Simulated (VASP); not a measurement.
A run of VASP 6.6.1:

INCAR

```
SYSTEM = MoS2
PREC = Accurate ; ENCUT = 520
EDIFF = 1E-6 ; ISMEAR = 1
SIGMA = 0.1 ; LREAL = .FALSE.
LASPH = .TRUE. ; NELM = 60
ALGO = Normal ; ISIF = 2
LWAVE = .FALSE. ; LCHARG = .TRUE.
GGA = PS ; LELF = .TRUE.
LVHAR = .TRUE. ; NBANDS = 20
```

The input KPOINTS:

```
regular mesh
0
G
  11 11 5
  0 0 0
```

File POSCAR:

```
MoS2
1.0
    3.2274645600      0.0000000000      0.0000000000
   -1.6137322800      2.7950663000      0.0000000000
    0.0000000000      0.0000000000      6.3124734200
Mo S
1 2
Direct
    0.0000000000      0.0000000000      0.5000000000
    0.3333333333      0.6666666667      0.2553193200
    0.6666666667      0.3333333333      0.7446806800
```

Potentials or basis: VASP PAW PBE potentials, release 64 (Mo_sv, S).

Launch:

```console
$ cat potpaw_PBE.64/Mo_sv/POTCAR potpaw_PBE.64/S/POTCAR > POTCAR
$ mpirun -np 1 vasp_std > vasp.out
```

Hardware: 1 thread of Intel(R) Xeon(R) Platinum 8375C CPU @ 2.90GHz (Ice Lake), with other jobs on the host.

Task: Estimate the wall time of this run.

Result: It took 53 s on 1 thread of Intel(R) Xeon(R) Platinum 8375C CPU @ 2.90GHz (Ice Lake), with other jobs on the host, peak memory 0.21 GiB. Counts: scf iterations 14, k points 68.
